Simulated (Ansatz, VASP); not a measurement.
Hf in VASP and in Ansatz

```
Hf
1.0
     0.00000    2.22000    2.22000
     2.05350    0.00000    2.22000
     2.05350    2.22000    0.00000
Hf
1
Direct
  0.00000 0.00000 0.00000
```

Change from the starting cell: strain -0.0750 x Voigt [1, 0, 0, 0, 0, 0], atoms carried along.

Alike in both runs: task single point; functional r2SCAN; k mesh 18 × 18 × 18; occupations gaussian, width 0.15 eV; no spin polarisation.

|  | VASP | Ansatz |
| --- | --- | --- |
| version | VASP 6.6.1 | Ansatz 0.2.0 |
| potentials or method | VASP PAW PBE potentials, release 64 (Hf_pv), cutoff 520 eV | scalar-relativistic, plane waves, PAW |
| valence electrons in the cell | 10 | 26 |

Ansatz gave:

- gap on the k mesh at the Fermi level (eV): none
- pressure (GPa): 12.4
- traceless stress, the component that is largest in VASP (GPa): 2.52

**Question.** Which values does VASP return?

**Answer.** gap on the k mesh at the Fermi level (eV): none; pressure (GPa): 11.9; traceless stress, the component that is largest in VASP (GPa): 2.54.

VASP's potentials were made for PBE, not for r2SCAN. A gap of «none» marks a metal or a gap that the smearing closes. VASP's potentials hold 10 valence electrons a cell and Ansatz's 26, so a difference there can come from the potentials and not from the codes.

Spin-orbit coupling is off throughout.
